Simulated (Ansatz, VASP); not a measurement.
# Two plane-wave programs on Al

INCAR

```
SYSTEM = Al
ALGO     = Normal         ! electronic algorithm
EDIFF    = 1E-6           ! SCF threshold, eV
ENCUT    = 520            ! plane-wave cutoff, eV
ISIF     = 2              ! what is computed and relaxed
ISMEAR   = -1             ! smearing method
LASPH    = .True.         ! aspherical terms in the spheres
LCHARG   = .False.        ! write CHGCAR
LREAL    = .False.        ! projectors in reciprocal space
LWAVE    = .False.        ! write WAVECAR
NBANDS   = 14             ! bands
NELM     = 80             ! most SCF steps
PREC     = Accurate       ! precision mode
SIGMA    = 0.05           ! smearing width, eV
```

Contents of KPOINTS:

```
k-points
0
Gamma
  14 14 4
  0 0 0
```

File POSCAR:

```
Al
1.0
    2.8270770000     -0.0094235900     -0.0094235900
   -1.4217000700      2.4530327967     -0.0034492733
   -0.0306199767     -0.0306199767      9.1859930000
Al
4
Direct
    0.0000000000      0.0000000000      0.0000000000
    0.3333333333      0.6666666667      0.2500000000
    0.0000000000      0.0000000000      0.5000000000
    0.6666666667      0.3333333333      0.7500000000
```

Input for Ansatz:

```yaml
crystal:
  lattice:
    - [2.827077, -0.009423589999999999, -0.009423589999999999]
    - [-1.4217000700000002, 2.4530327966666667, -0.0034492733333333324]
    - [-0.030619976666666663, -0.030619976666666663, 9.185993]
  atoms:
    - { symbol: Al, position: [0.0, 0.0, 0.0] }
    - { symbol: Al, position: [0.3333333333333333, 0.6666666666666666, 0.25] }
    - { symbol: Al, position: [0.0, 0.0, 0.5] }
    - { symbol: Al, position: [0.6666666666666666, 0.3333333333333333, 0.75] }
basis:
  ecutwfc: 520.0
kpoints:
  mp_grid:
    grid: [14, 14, 4]
hamiltonian:
  xc: lda
  pseudopotentials:
    kind: paw
scf:
  occupations:
    method: fermi_dirac
    width: 0.05
output:
  stress: true
```

Alike in both runs: task single point; functional LDA; k mesh 14 × 14 × 4; occupations fermi-dirac, width 0.05 eV; no spin polarisation.

|  | VASP | Ansatz |
| --- | --- | --- |
| version | VASP 6.6.1 | Ansatz 0.2.0 |
| potentials or method | VASP PAW LDA potentials, release 64 (Al), cutoff 520 eV | plane waves, PAW |
| valence electrons in the cell | 12 | 12 |

Ansatz gave:

- pressure (GPa): -0.3
- traceless stress, the component that is largest in VASP (GPa): 0.96

What did VASP give for the same quantities?

Pressure (GPa): -0.2; traceless stress, the component that is largest in VASP (GPa): 0.96.

LDA's correlation is that of Perdew and Zunger in VASP and of Perdew and Wang (1992) in Ansatz.
